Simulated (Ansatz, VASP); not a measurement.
# One calculation of Cd, two programs

INCAR

```
  PREC = Accurate
  ENCUT = 520
  EDIFF = 1E-7
  ISMEAR = 0
  SIGMA = 0.15
  LREAL = False
  LASPH = True
  NELM = 60
  ALGO = Fast
  ISIF = 2
  LWAVE = False
  LCHARG = False
  GGA = PS
  NBANDS = 19
```

The input KPOINTS:

```
regular mesh
0
Gamma
  18 18 8
```

POSCAR

```
Cd
1.0
    2.9788725081      0.0000000000      0.0000000000
   -1.4894362540      2.5926781630      0.0000000000
    0.0000000000      0.0000000000      5.6176500000
Cd
2
Direct
    0.3333333333      0.6666666667      0.2500000000
    0.6666666667      0.3333333333      0.7500000000
```

Input for Ansatz:

```yaml
crystal:
  lattice:
    - [2.9788725081, 0.0, 0.0]
    - [-1.489436254, 2.592678163, 0.0]
    - [0.0, 0.0, 5.61765]
  atoms:
    - { symbol: Cd, position: [0.3333333333, 0.6666666667, 0.25] }
    - { symbol: Cd, position: [0.6666666667, 0.3333333333, 0.75] }
basis:
  ecutwfc: 420
kpoints:
  mp_grid: { grid: [18, 18, 8] }
hamiltonian:
  xc: pbesol
scf:
  occupations: { method: gaussian, width: 0.15 }
output:
  forces: true
  stress: true
  eigenvalues: true
```

Change from the starting cell: strain +0.0050 x Voigt [0, 1, 0, 0, 0, 0], atoms carried along.

Alike in both runs: task single point; functional PBEsol; k mesh 18 × 18 × 8; occupations gaussian, width 0.15 eV; no spin polarisation.

|  | VASP | Ansatz |
| --- | --- | --- |
| version | VASP 6.6.1 | Ansatz 0.2.0 |
| potentials or method | VASP PAW PBE potentials, release 64 (Cd), cutoff 520 eV | scalar-relativistic, plane waves, PAW |
| valence electrons in the cell | 24 | 40 |

|  | VASP | Ansatz | Ansatz less VASP |
| --- | --- | --- | --- |
| gap on the k mesh at the Fermi level (eV) | none | none | - |
| pressure (GPa) | -1.4 | -1.8 | -0.37 |
| traceless stress, the component that is largest in VASP (GPa) | 0.33 | 0.46 | +0.134 |

VASP's potentials were made for PBE, not for PBEsol. A gap of «none» marks a metal or a gap that the smearing closes. VASP's potentials hold 24 valence electrons a cell and Ansatz's 40, so a difference there can come from the potentials and not from the codes.
